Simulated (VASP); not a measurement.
Input of a VASP 6.6.1 run:

INCAR

```
SYSTEM = Be4B2Se
PREC = Accurate ; ENCUT = 600
EDIFF = 1E-6 ; ISMEAR = 0
SIGMA = 0.1 ; LREAL = .FALSE.
LASPH = .TRUE. ; NELM = 60
ALGO = Normal ; ISIF = 3
LWAVE = .FALSE. ; LCHARG = .FALSE.
GGA = PE ; IBRION = 2
NSW = 90 ; EDIFFG = -0.04
```

KPOINTS

```
Automatic mesh
0
G
  6 6 4
  0 0 0
```

File POSCAR:

```
Be4B2Se
1.0
    3.8771720700      0.0000000000      0.0000000000
   -1.9385860300      3.3577295000      0.0000000000
    0.0000000000      0.0000000000      6.7622730500
Be B Se
4 2 1
Direct
    0.5000000000      0.0000000000      0.0000000000
    0.0000000000      0.5000000000      0.0000000000
    0.5000000000      0.5000000000      0.0000000000
    0.0000000000      0.0000000000      0.0000000000
    0.0000000000      0.0000000000      0.7846798200
    0.0000000000      0.0000000000      0.2153201800
    0.0000000000      0.0000000000      0.5000000000
```

Potentials or basis: VASP PAW PBE potentials, release 64 (Be, B, Se).

Run with:

```sh
$ cat potpaw_PBE.64/Be/POTCAR potpaw_PBE.64/B/POTCAR potpaw_PBE.64/Se/POTCAR > POTCAR
$ mpirun -np 1 vasp_std > vasp.out
```

Q: What does it give for the relaxed volume?

A: 15.16 Å³/atom.

Q: What does it give for the band gap on the k mesh?

A: Zero (band 10 reaches 3.14 eV, above the bottom of band 11 at 1.74 eV).

Forces in eV/Å, atoms in the order of the input:
```
Be   0.000  0.000  0.000
Be   0.000  0.000  0.000
Be   0.000  0.000  0.000
Be   0.000  0.000  0.000
B    0.000  0.000 -0.036
B    0.000  0.000  0.036
Se   0.000  0.000  0.000
```

Caveat: the volume moved by over 15 % at a fixed basis, so the end points are rough.
